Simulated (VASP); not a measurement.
Here is a VASP 6.6.1 calculation.

POSCAR

```
LiTlSe2
1.0
    4.2639248188      0.0000000000      0.0000000000
    0.0000000000      4.2639248188      0.0000000000
    0.0000000000      0.0000000000      5.9802485742
Li Se Tl
1 2 1
Direct
    0.0000000000      0.0000000000      0.0000000000
    0.0000000000      0.5000000000      0.2292133877
    0.5000000000      0.0000000000      0.7707866123
    0.5000000000      0.5000000000      0.5000000000
```

The input INCAR.step1:

```
SYSTEM = LiTlSe2
ALGO = Normal
EDIFF = 1E-5
EDIFFG = -0.005
ENCUT = 750
GGA = PE
GGA_COMPAT = .FALSE.
IBRION = 2
ISIF = 3
ISMEAR = -1
KPAR = 4
LASPH = .TRUE.
LCHARG = .FALSE.
LREAL = .FALSE.
LWAVE = .TRUE.
NBANDS = 22
NELM = 120
NELMIN = 4
NSW = 100
PREC = Accurate
SIGMA = 0.02
```

Contents of INCAR.step2:

```
SYSTEM = LiTlSe2
ALGO = Normal
EDIFF = 1E-7
EDIFFG = -0.005
ENCUT = 750
GGA = PE
GGA_COMPAT = .FALSE.
HFSCREEN = 0.2079
IBRION = 2
ISIF = 3
ISMEAR = -1
ISTART = 1
KPAR = 4
LASPH = .TRUE.
LCHARG = .FALSE.
LHFCALC = .TRUE.
LREAL = .FALSE.
LWAVE = .FALSE.
NELM = 120
NELMIN = 4
NSW = 80
PREC = Accurate
PRECFOCK = Normal
SIGMA = 0.02
```

Contents of KPOINTS:

```
k-points
0
G
  4 4 4
  0 0 0
```

Potentials or basis: VASP PAW PBE potentials, release 64 (Li_sv, Se, Tl_d).

The run is started by

```bash
$ cat potpaw_PBE.64/Li_sv/POTCAR potpaw_PBE.64/Se/POTCAR potpaw_PBE.64/Tl_d/POTCAR > POTCAR
$ cp INCAR.step1 INCAR
$ mpirun -np 4 vasp_std > vasp.out
$ cp INCAR.step2 INCAR
$ mpirun -np 4 vasp_std > vasp.out
```

**Question.** Estimate the space group after relaxing (to 0.1 Å).

**Answer.** P-4m2 (No. 115).

**Question.** Estimate the relaxed cell.

**Answer.** a = 4.256 Å, b = 4.256 Å, c = 5.974 Å, α = 90.00°, β = 90.00°, γ = 90.00°.

**Question.** Predict the relaxed volume.

**Answer.** 27.06 Å³/atom.

Step by step:
| step | energy change (eV) | largest force (eV/Å) | pressure (GPa) | volume (Å³) |
| --- | --- | --- | --- | --- |
| 1 | 0.0000 | 0.1200 | -0.38 | 108.73 |
| 2 | -0.0019 | 0.0293 | 0.09 | 107.71 |
| 3 | -0.0019 | 0.0341 | 0.07 | 107.76 |
| 4 | -0.0020 | 0.0238 | 0.05 | 107.88 |
| 5 | -0.0022 | 0.0057 | 0.01 | 108.10 |
| 6 | -0.0022 | 0.0018 | 0.00 | 108.14 |
| 7 | -0.0022 | 0.0021 | 0.00 | 108.16 |
| 8 | -0.0022 | 0.0030 | -0.01 | 108.22 |

Caveat: the PAW data sets were made with another functional, which shifts forces and pressure a little.
